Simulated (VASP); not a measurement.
As:

```
CELL_PARAMETERS angstrom
1.88079 1.08588 3.51406
-1.88079 1.08588 3.51406
0.00000 -2.17175 3.51406
ATOMIC_POSITIONS crystal
As 0.77400 0.77400 0.77400
As 0.22600 0.22600 0.22600
```

| Quantity | Value |
| --- | --- |
| Program | VASP 6.6.1 |
| Task | relaxation of cell and atoms |
| Functional | r2SCAN |
| Potentials or basis | VASP PAW PBE potentials, release 64 (As) |
| Cutoff | 550 eV |
| k mesh | 8 × 8 × 8 |
| Occupations | gaussian, width 0.05 eV |
| Spin | no spin polarisation |

At the start: pressure 2.0 GPa; volume 21.53 Å³/atom.

Q: Where does the relaxation end?

A: Over 8 steps the energy falls by 5.9 meV/atom and the volume is 22.66 Å³/atom (+5.2 %); space group R-3m (No. 166, to 0.1 Å) before and after.

Step by step:
| step | energy change (eV) | largest force (eV/Å) | pressure (GPa) | volume (Å³) |
| --- | --- | --- | --- | --- |
| 1 | 0.0000 | 0.1831 | 1.96 | 43.06 |
| 2 | -0.0028 | 0.2443 | -1.26 | 44.72 |
| 3 | -0.0066 | 0.0651 | 0.07 | 43.99 |
| 4 | -0.0075 | 0.0547 | 0.06 | 44.12 |
| 5 | -0.0096 | 0.0198 | 0.03 | 44.50 |
| 6 | -0.0114 | 0.0576 | 0.00 | 45.24 |
| 7 | -0.0112 | 0.1072 | -0.23 | 45.41 |
| 8 | -0.0117 | 0.0142 | -0.10 | 45.32 |

Final structure:
```cif
data_structure
_symmetry_space_group_name_H-M 'P 1'
_symmetry_Int_Tables_number 1
_cell_length_a 4.2927
_cell_length_b 4.2927
_cell_length_c 4.2927
_cell_angle_alpha 51.928
_cell_angle_beta 51.928
_cell_angle_gamma 51.928
_cell_volume 45.32
loop_
_atom_site_label
_atom_site_type_symbol
_atom_site_fract_x
_atom_site_fract_y
_atom_site_fract_z
_atom_site_occupancy
As1 As 0.77569 0.77569 0.77569 1
As2 As 0.22431 0.22431 0.22431 1
```

Caveat: the PAW data sets were made with another functional, which shifts forces and pressure a little.
